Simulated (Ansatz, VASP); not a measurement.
# One calculation of BaSnAu, two programs

The input INCAR:

```
SYSTEM = BaSnAu
ALGO = Normal
EDIFF = 1E-7
EDIFFG = -0.04
ENCUT = 500
GGA = PE
GGA_COMPAT = .False.
IBRION = 2
ISIF = 3
ISMEAR = 0
LASPH = .True.
LCHARG = .False.
LREAL = .False.
LWAVE = .False.
NELM = 120
NELMIN = 4
NSW = 90
PREC = Accurate
SIGMA = 0.1
```

Contents of KPOINTS:

```
k-points
0
Gamma
  6 6 2
  0 0 0
```

The input POSCAR:

```
BaSnAu
1.0
    3.3979511400      0.0000000000      0.0000000000
    0.0000000000      3.3979511400      0.0000000000
    0.0000000000      0.0000000000      9.1155246800
Ba Sn Au
1 1 1
Direct
    0.0000000000      0.0000000000      0.0000000000
    0.5000000000      0.5000000000      0.5000000000
    0.0000000000      0.0000000000      0.5000000000
```

Input for Ansatz:

```yaml
crystal:
  lattice:
    - [3.39795114, 0.0, 0.0]
    - [0.0, 3.39795114, 0.0]
    - [0.0, 0.0, 9.11552468]
  atoms:
    - { symbol: Ba, position: [0.0, 0.0, 0.0] }
    - { symbol: Sn, position: [0.5, 0.5, 0.5] }
    - { symbol: Au, position: [0.0, 0.0, 0.5] }
basis:
  ecutwfc: 420
kpoints:
  mp_grid: { grid: [6, 6, 2] }
hamiltonian:
  xc: pbe
scf:
  occupations: { method: gaussian, width: 0.1 }
  lower_state_search: "off"
output:
  forces: true
  stress: true
  eigenvalues: true
relax:
  adjacent_minimum: "off"
  f_tol: 0.04
  max_steps: 70
  cell: { stress_tol: 0.4 }
```

Alike in both runs: task relaxation of cell and atoms; functional PBE; k mesh 6 × 6 × 2; occupations gaussian, width 0.1 eV; no spin polarisation.

|  | VASP | Ansatz |
| --- | --- | --- |
| version | VASP 6.6.1 | Ansatz 0.2.0 |
| potentials or method | VASP PAW PBE potentials, release 64 (Ba_sv, Sn_d, Au_sv_GW), cutoff 500 eV | scalar-relativistic, plane waves, PAW |
| valence electrons in the cell | 43 | 43 |

|  | VASP | Ansatz | Ansatz less VASP |
| --- | --- | --- | --- |
| gap on the k mesh at the Fermi level, each at its own relaxed structure (eV) | none | none | - |
| relaxed volume (Å³/atom) | 34.74 | 34.67 | -0.071 |
| relaxed length of the cell vector where the two differ most in proportion (Å) | 6.347 | 6.299 | -0.0484 |

A gap of «none» marks a metal or a gap that the smearing closes.

Spin-orbit coupling is off throughout.
